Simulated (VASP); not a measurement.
# NdScSb2: relaxation of cell and atoms with PBE

The system is NdScSb2.

```
CELL_PARAMETERS angstrom
4.01157 0.00000 0.00000
0.00000 4.01157 0.00000
0.00000 0.00000 6.51880
ATOMIC_POSITIONS crystal
Nd 0.50000 0.50000 0.00000
Sc 0.50000 0.50000 0.50000
Sb 0.00000 0.00000 0.73552
Sb 0.00000 0.00000 0.26448
```

The cell was built from a structure type or drawn by symmetry, and may not be a known phase.

```
Program                : VASP 6.6.1
Task                   : relaxation of cell and atoms
Functional             : PBE
Potentials or basis    : VASP PAW PBE potentials, release 64 (Nd_3, Sc_sv, Sb), 4f in core
Cutoff                 : 500 eV
k mesh                 : 12 × 12 × 8
Occupations            : gaussian, width 0.1 eV
Spin                   : no spin polarisation
Dipole correction      : no
Mended                 : yes
Further INCAR settings : ALGO = Normal; EDIFF = 1e-07; IBRION = 2; EDIFFG = -0.01; NSW = 100; ISIF = 3
```

| Property | Result |
| --- | --- |
| Relaxed volume | 26.33 Å³/atom |
| Relaxed cell | a = 3.986 Å, b = 3.986 Å, c = 6.628 Å, α = 90.00°, β = 90.00°, γ = 90.00° |
| Space group after relaxing (to 0.1 Å) | P4/mmm (No. 123) |
| Energy gained by relaxing | 2.3 meV/atom |
| Ionic steps | 7 |
| Pressure after relaxing | 0.0 GPa |
| Band gap on the k mesh | zero (bands 16 and 17 overlap by 0.85 eV) |

Forces on the atoms (eV/Å):
```
Nd   0.000  0.000  0.000
Sc   0.000  0.000  0.000
Sb   0.000  0.000  0.002
Sb   0.000  0.000 -0.002
```

Step by step:
```tsv
step	energy change (eV)	largest force (eV/Å)	pressure (GPa)	volume (Å³)
1	0.0000	0.0175	0.30	104.91
2	-0.0072	0.0537	-0.18	105.65
3	-0.0076	0.0635	-0.32	105.88
4	-0.0086	0.0543	0.10	105.17
5	-0.0086	0.0551	0.06	105.24
6	-0.0089	0.0290	0.03	105.28
7	-0.0090	0.0020	0.00	105.33
```

Final structure:
```
Nd Sc Sb
1.0
     3.98627    0.00000    0.00000
     0.00000    3.98627    0.00000
     0.00000    0.00000    6.62837
Nd Sc Sb
1 1 2
Direct
  0.50000 0.50000 0.00000
  0.50000 0.50000 0.50000
  0.00000 0.00000 0.73377
  0.00000 0.00000 0.26623
```

Levels at points of the mesh, in eV from the Fermi level:
```
           k point  band 12  band 13  band 14  band 15  band 16  band 17  band 18  band 19  band 20
(0.00, 0.00, 0.00)    -1.15    -1.15    -0.98    -0.81    -0.69    -0.69     0.27     1.35     2.61
(0.50, 0.00, 0.00)    -3.80    -2.37    -1.85    -0.70    -0.23     0.64     1.03     1.12     1.42
(0.50, 0.50, 0.00)    -3.61    -3.61    -3.57    -3.57    -1.17     2.14     2.22     2.22     2.40
(0.00, 0.00, 0.50)    -2.33    -1.17    -1.17    -0.60    -0.53    -0.53    -0.31     1.32     1.37
(0.50, 0.00, 0.50)    -4.09    -2.23    -1.15    -1.01    -0.85     0.21     0.68     1.24     2.02
(0.50, 0.50, 0.50)    -4.05    -2.94    -2.94    -1.43    -0.90     0.51     0.65     2.14     2.18
```

It took 12 min on 1 thread of Intel(R) Xeon(R) 6975P-C (Granite Rapids) (shared host), peak memory 0.48 GiB.

Caveat: spin-orbit coupling is left out, which moves the levels of the heavy elements; the 4f electrons are frozen in the core, so they carry no moment and show no levels. Spin polarisation is off, so any magnetic state and its effect on volume and gap are missing.
